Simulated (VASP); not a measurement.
Write the native input for VASP 6.6.1 that does the following.

```
Task                   : single point
Functional             : PBE
Potentials or basis    : VASP PAW PBE potentials, release 64 (Fe)
Cutoff                 : 520 eV
k mesh                 : 17 × 17 × 17
Occupations            : fermi-dirac, width 0.05 eV
Spin                   : collinear spin, ferromagnetic start
Starting moments       : [2.618] μB
Dipole correction      : no
Further INCAR settings : ALGO = Normal; EDIFF = 1e-07; NBANDS = 14
```

The structure of Fe lies in POSCAR:

```
Fe
1.0
    0.0000000000      1.8909607065      1.8909607065
    1.8909607065      0.0000000000      1.8909607065
    1.8909607065      1.8909607065      0.0000000000
Fe
1
Direct
    0.0000000000      0.0000000000      0.0000000000
```

This isn't the form of Fe at room conditions, which is bcc.

These files were run (other wordings do the same):

INCAR

```
PREC = Accurate
ENCUT = 520
EDIFF = 1E-7
ISMEAR = -1
SIGMA = 0.05
LREAL = False
LASPH = True
NELM = 150
ALGO = Normal
ISIF = 2
LWAVE = False
LCHARG = False
ISPIN = 2
MAGMOM = 2.618
LORBIT = 11
LMAXMIX = 4
GGA = PE
NBANDS = 14
```

KPOINTS

```
Automatic mesh
0
Gamma
  17 17 17
```

Potentials or basis: VASP PAW PBE potentials, release 64 (Fe).

Launch:

```console
$ cat potpaw_PBE.64/Fe/POTCAR > POTCAR
$ mpirun -np 1 vasp_std > vasp.out
```

Results of the run:

```json
{
  "Pressure": "-15.3 GPa",
  "Net moment": "2.70 μB per cell",
  "Site moments": "Fe +2.72 μB",
  "Valence electrons inside the program's atomic spheres": "Fe 6.96"
}
```

Caveat: the cell stands under tension.

Wall time 66 s on 1 thread of Intel(R) Xeon(R) Platinum 8488C (Sapphire Rapids), with other jobs on the host, peak memory 0.16 GiB.
